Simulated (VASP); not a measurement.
# Au (C2/m) in VASP: further runs

Runs on Au. Level: PBE. Tasks: single point.

Program: VASP 6.6.1. These are calculated values, not measurements. Logs are shortened: lines on timing, memory, paths and dates and some standing lists are left out, and cuts for length are marked.

**1. The cell of the first run**

Symmetry: C2/m, No. 12, monoclinic system. The conventional cell has a = 5.010 Å, b = 2.893 Å, c = 14.178 Å, α = 90.00°, β = 91.69°, γ = 90.00°. Au (site symmetry m) has 12 Au at 2.67 to 3.04 Å within 3.5 Å. Within 3.8 Å of Au (site symmetry m) lie 12 Au at 2.89 Å. Au (site symmetry m) has 12 Au at 2.89 Å within 3.8 Å.

**2. Single point, PBE (the part above a cut slid along it)**

INCAR

```
SYSTEM = Au
PREC = Accurate
ENCUT = 520
EDIFF = 1E-6
ISMEAR = 0
SIGMA = 0.15
LREAL = .FALSE.
LASPH = .TRUE.
NELM = 80
ALGO = Fast
ISIF = 2
LWAVE = .FALSE.
LCHARG = .TRUE.
GGA = PE
LELF = .TRUE.
LVHAR = .TRUE.
NBANDS = 42
```

KPOINTS

```
Automatic mesh
0
G
  18 18 4
  0 0 0
```

POSCAR

```
Au
1.0
    2.0455000000     -2.0455000000      0.0000000000
    2.0455000000      0.0000000000     -2.0455000000
    8.5227803000      8.0116098500      8.0116098500
Au
6
Direct
    0.6597263883      0.6597263883      0.0833166667
   -0.0763569450     -0.0763569450      0.9166500000
    0.3125097217      0.3125097217      0.2499833333
    0.6180763883      0.6180763883      0.5833166667
   -0.0347069450     -0.0347069450      0.4166500000
    0.2708597217      0.2708597217      0.7499833333
```

Potentials or basis: VASP PAW PBE potentials, release 64 (Au).

Launch:

```
> cat potpaw_PBE.64/Au/POTCAR > POTCAR
> mpirun -np 1 vasp_std > vasp.out
```

OUTCAR:

```text
SYSTEM = Au
   PREC = Accurate
   ENCUT = 520
   EDIFF = 1E-6
   ISMEAR = 0
   LREAL = .FALSE.
   LASPH = .TRUE.
   NELM = 80
   ISIF = 2
   GGA = PE

 ion  position               nearest neighbor table
   1  0.660  0.660  0.083-   2 2.67   3 2.89   3 2.89   3 2.89   2 3.04   2 3.04
   2  0.924  0.924  0.917-   1 2.67   6 2.89   6 2.89   6 2.89   1 3.04   1 3.04
   3  0.313  0.313  0.250-   1 2.89   1 2.89   1 2.89   5 2.89   5 2.89   5 2.89
   4  0.618  0.618  0.583-   6 2.89   6 2.89   6 2.89   5 2.89   5 2.89   5 2.89
   5  0.965  0.965  0.417-   3 2.89   3 2.89   4 2.89   4 2.89   3 2.89   4 2.89
   6  0.271  0.271  0.750-   4 2.89   4 2.89   4 2.89   2 2.89   2 2.89   2 2.89

  LATTYP: Found a base centered monoclinic cell.
 ALAT       =     5.0104312689
 B/A-ratio  =     0.5773502692
 C/A-ratio  =     2.8296534929
 COS(beta)  =    -0.0294382334

  Lattice vectors:

 A1 = (  -2.0455000000,   2.0455000000,  -0.0000000000)
 A2 = (  -2.0455000000,   0.0000000000,   2.0455000000)
 A3 = (   8.5227803000,   8.0116098500,   8.0116098500)

Analysis of symmetry for initial positions (statically):
=====================================================================
 Subroutine PRICEL returns:
 Original cell was already a primitive cell.

 Routine SETGRP: Setting up the symmetry group for a
 base centered monoclinic supercell.

 Subroutine GETGRP returns: Found  4 space group operations
 (whereof  2 operations were pure point group operations)
 out of a pool of  4 trial point group operations.

The static configuration has the point symmetry C_1h.
 The point group associated with its full space group is C_2h.

Analysis of symmetry for dynamics (positions and initial velocities):
=====================================================================
 Subroutine PRICEL returns:
 Original cell was already a primitive cell.

 Routine SETGRP: Setting up the symmetry group for a
 base centered monoclinic supercell.

 Subroutine GETGRP returns: Found  4 space group operations
 (whereof  2 operations were pure point group operations)
 out of a pool of  4 trial point group operations.

The dynamic configuration has the point symmetry C_1h.
 The point group associated with its full space group is C_2h.

 Subroutine INISYM returns: Found  4 space group operations
 (whereof  2 operations are pure point group operations),
 and found     1 'primitive' translations

----------------------------------------------------------------------------------------

[... 92 lines left out ...]
   ISTART =      0    job   : 0-new  1-cont  2-samecut
   ICHARG =      2    charge: 1-file 2-atom 10-const
   ISPIN  =      1    spin polarized calculation?
   LNONCOLLINEAR =      F non collinear calculations
   LSORBIT =      F    spin-orbit coupling
   LASPH  =      T    aspherical Exc in radial PAW
   ENCUT  =  520.0 eV  38.22 Ry    6.18 a.u.   5.38  5.38 26.36*2*pi/ulx,y,z
   NELM   =     80;   NELMIN=  2; NELMDL= -5     # of ELM steps
   EDIFF  = 0.1E-05   stopping-criterion for ELM
   LREAL  =      F    real-space projection
[... 7 lines left out ...]
   TEBEG  =    0.0;   TEEND  =   0.0 temperature during run
   PSTRESS=    0.0 pullay stress
   NELECT =      66.0000    total number of electrons
   NUPDOWN=      -1.0000    fix difference up-down
   EMIN   =  10.00;   EMAX   =-10.00  energy-range for DOS
   EFERMI =   0.00;   METHOD = LEGACY
   ISMEAR =     0;   SIGMA  =   0.15  broadening in eV -4-tet -1-fermi 0-gaus
   EFERMI_NEDOS =   21; number of points for ismear=-14 and -15
   IALGO  =     68    algorithm
   IMIX   =      4    mixing-type and parameters
     AMIX     =   0.40;   BMIX     =  1.00
     AMIX_MAG =   1.60;   BMIX_MAG =  1.00
  volume/ion in A,a.u.               =      17.12       115.51
  Fermi-wavevector in a.u.,A,eV,Ry     =   1.412742  2.669696 27.155058  1.995840
  Thomas-Fermi vector in A             =   2.534459
   LORBIT       =      0    0 simple, 1 ext, 2 COOP (PROOUT), +10 PAW based schemes
   GGA     = PE    functional components
   LHFCALC =     F    Hartree Fock is set to
   AEXX    =    0.0000 exact exchange contribution
   IVDW    =     0    specifies the selected vdW correction
   LEPSILON=     F    determine dielectric tensor
   LRPA    =     F    only Hartree local field effects (RPA)
 non-spin polarized calculation
 RMM-DIIS sequential band-by-band and
 Gauss-broadening in eV      SIGMA  =   0.15
  energy-cutoff  :      520.00
  volume of cell :      102.70
 maximum number of plane-waves:      2818
 NGX is ok and might be reduce to    24
   NGX = 11   NGY = 11   NGZ = 53

 number of electron      66.0000005 magnetization

 Free energy of the ion-electron system (eV)
  ---------------------------------------------------
  ext. energy  EPLUGINS =         0.00000000
  ---------------------------------------------------
  free energy    TOTEN  =       -19.15479524 eV

  energy without entropy =      -19.13575731  energy(sigma->0) =      -19.14527628

 E-fermi :   9.4012     XC(G=0): -12.6888

 val. band max:        9.3906945629   @ k =  -0.1667  -0.2222   0.2500
 cond. band min:       9.4014915923   @ k =  -0.1667   0.1111   0.2500
 fundamental gap:      0.0107970295
 Fermi energy:         9.4012372619

 k-point     1 :       0.0000    0.0000    0.0000
  band No.  band energies     occupation
      1      -0.4082      2.00000
      2       0.5024      2.00000
      3       0.5086      2.00000
      4       1.9753      2.00000
      5       1.9860      2.00000
      6       2.1384      2.00000
[... 1069 lines left out ...]
     41      19.6803      0.00000
     42      19.8234      0.00000

 [... further k-points ...]
[... 5 lines left out ...]
  --------------------------------------------------------------------------------------
  -------------------------------------------------------------------------------------
  Total        4.6532787      5.4456517      5.4456517     -0.0156094      0.6857812     -0.0156094
  in kB       72.5921985     84.9533970     84.9533970     -0.2435099     10.6983418     -0.2435102
  external PRESSURE =      80.8329975 kB  Pullay stress =       0.0000000 kB

 VOLUME and BASIS-vectors are now :
 -----------------------------------------------------------------------------
  energy-cutoff  :      520.00
  volume of cell :      102.70
      direct lattice vectors                 reciprocal lattice vectors
     2.045500000 -2.045500000  0.000000000     0.159565713 -0.329312312  0.159565713
     2.045500000  0.000000000 -2.045500000     0.159565713  0.159565713 -0.329312312
     8.522780300  8.011609850  8.011609850     0.040739835  0.040739835  0.040739835

 POSITION                                       TOTAL-FORCE (eV/Angst)
 -----------------------------------------------------------------------------------
      3.40903     -0.68197     -0.68197        -0.094537      0.360899      0.360899
     11.59103      5.45453      5.45453         0.094537     -0.360899     -0.360899
      3.40903      1.36353      1.36353         0.027315      0.003122      0.003122
      7.50003      3.40903      3.40903        -0.001543     -0.001174     -0.001174
      7.50003      1.36353      1.36353         0.001543      0.001174      0.001174
      7.50003      5.45453      5.45453        -0.027315     -0.003122     -0.003122
 -----------------------------------------------------------------------------------
    total drift:                                0.000001      0.000001      0.000001

  FREE ENERGIE OF THE ION-ELECTRON SYSTEM (eV)
  ---------------------------------------------------
  free  energy   TOTEN  =       -19.1547952386 eV

  energy  without entropy=      -19.1357573140  energy(sigma->0) =      -19.14527628
```

OSZICAR:

```text
N       E                     dE             d eps       ncg     rms          rms(c)
DAV:   1     0.447669128572E+03    0.44767E+03   -0.34389E+04 29652   0.154E+03
DAV:   2    -0.825285687014E+01   -0.45592E+03   -0.43178E+03 31258   0.345E+02
DAV:   3    -0.206387931465E+02   -0.12386E+02   -0.12153E+02 34090   0.556E+01
DAV:   4    -0.207522616551E+02   -0.11347E+00   -0.11321E+00 32596   0.510E+00
DAV:   5    -0.207532284832E+02   -0.96683E-03   -0.96664E-03 33298   0.523E-01    0.228E+01
RMM:   6    -0.192704463589E+02    0.14828E+01   -0.33668E+00 29675   0.981E+00    0.144E+01
RMM:   7    -0.191896414564E+02    0.80805E-01   -0.10261E+00 30432   0.517E+00    0.412E+00
RMM:   8    -0.191566349530E+02    0.33007E-01   -0.20884E-01 30513   0.245E+00    0.110E+00
RMM:   9    -0.191548757386E+02    0.17592E-02   -0.48740E-03 31631   0.322E-01    0.442E-01
RMM:  10    -0.191547991846E+02    0.76554E-04   -0.12231E-03 31836   0.163E-01    0.303E-01
RMM:  11    -0.191547817582E+02    0.17426E-04   -0.21973E-04 32047   0.732E-02    0.104E-01
RMM:  12    -0.191547949575E+02   -0.13199E-04   -0.42103E-05 32436   0.283E-02    0.104E-02
RMM:  13    -0.191547952386E+02   -0.28106E-06   -0.52531E-06 26276   0.106E-02
   1 F= -.19154795E+02 E0= -.19145276E+02  d E =-.190379E-01
```

It took 30 min on 1 thread of Oxide Virtual Turin-like, shared host; peak memory 1 GiB.

Results:

| Property | Result |
| --- | --- |
| Free energy | -19.1548 eV |
| Pressure | 8.1 GPa |
| Largest force | 0.519 eV/Å |
| Band gap on the k mesh | zero (bands 33 and 34 overlap by 5.01 eV) |

Forces on the atoms (eV/Å):
```
Au  -0.095  0.361  0.361
Au   0.095 -0.361 -0.361
Au   0.027  0.003  0.003
Au  -0.002 -0.001 -0.001
Au   0.002  0.001  0.001
Au  -0.027 -0.003 -0.003
```

Stress tensor (GPa, compression positive):
```
 7.26 -0.02 -0.02
-0.02  8.50  1.07
-0.02  1.07  8.50
```

Caveat: the cell differs from its parent crystal (the part above a cut slid along it); the cell stands under pressure; spin-orbit coupling is left out, which moves the levels of the heavy elements.

**3. Single point, PBE (the part above a cut slid along it)**

INCAR

```
PREC = Accurate ; ENCUT = 520
EDIFF = 1E-7 ; ISMEAR = 0
SIGMA = 0.15 ; LREAL = F
LASPH = T ; NELM = 60
ALGO = Fast ; ISIF = 2
LWAVE = F ; LCHARG = F
GGA = PE ; NBANDS = 42
```

KPOINTS

```
Automatic mesh
0
Gamma
  18 18 4
```

POSCAR

```
Au
1.0
    2.0455000000     -2.0455000000      0.0000000000
    2.0455000000      0.0000000000     -2.0455000000
   11.2502500000      6.6478750000      6.6478750000
Au
6
Direct
    0.6041791667      0.6041791667      0.0833166667
   -0.6874875000     -0.6874875000      0.9166500000
    0.1458458333      0.1458458333      0.2499833333
    0.2291791667      0.2291791667      0.5833166667
   -0.3124875000     -0.3124875000      0.4166500000
   -0.2291541667     -0.2291541667      0.7499833333
```

Potentials or basis: VASP PAW PBE potentials, release 64 (Au).

Launch:

```
> cat potpaw_PBE.64/Au/POTCAR > POTCAR
> mpirun -np 1 vasp_std > vasp.out
```

Wall time 43 min (1 thread of Oxide Virtual Turin-like, shared host); peak memory 1 GiB.

The run converged. Its results:

```
Free energy            : -19.1782 eV
Pressure               : 7.8 GPa
Largest force          : 0.216 eV/Å
Band gap on the k mesh : zero (bands 33 and 34 overlap by 4.89 eV)
```

Forces on the atoms (eV/Å):
```
Au   0.071  0.144  0.144
Au  -0.071 -0.144 -0.144
Au   0.011  0.035  0.035
Au   0.000 -0.001 -0.001
Au   0.000  0.001  0.001
Au  -0.011 -0.035 -0.035
```

Stress tensor (GPa, compression positive):
```
7.20 0.32 0.32
0.32 8.16 0.21
0.32 0.21 8.16
```

Levels at points of the mesh, in eV from the Fermi level:
| k point | band 32 | band 33 | band 34 | band 35 | band 36 | band 37 |
| --- | --- | --- | --- | --- | --- | --- |
| (0.00, 0.00, 0.00) | -2.41 | -2.30 | -2.10 | -1.91 | -0.92 | 3.07 |
| (0.50, 0.00, 0.00) | 0.18 | 0.62 | 1.08 | 1.09 | 1.23 | 3.34 |
| (0.50, 0.50, 0.00) | 0.50 | 0.51 | 1.09 | 1.10 | 1.69 | 3.37 |
| (0.00, 0.00, 0.50) | -2.20 | -2.19 | -2.12 | -2.04 | -2.02 | 4.79 |
| (0.50, 0.00, 0.50) | 0.28 | 0.85 | 0.88 | 1.11 | 1.25 | 3.18 |
| (0.50, 0.50, 0.50) | -0.10 | 0.90 | 1.00 | 1.10 | 1.69 | 3.24 |

Caveat: the cell differs from its parent crystal (the part above a cut slid along it); the cell stands under pressure; spin-orbit coupling is left out, which moves the levels of the heavy elements.
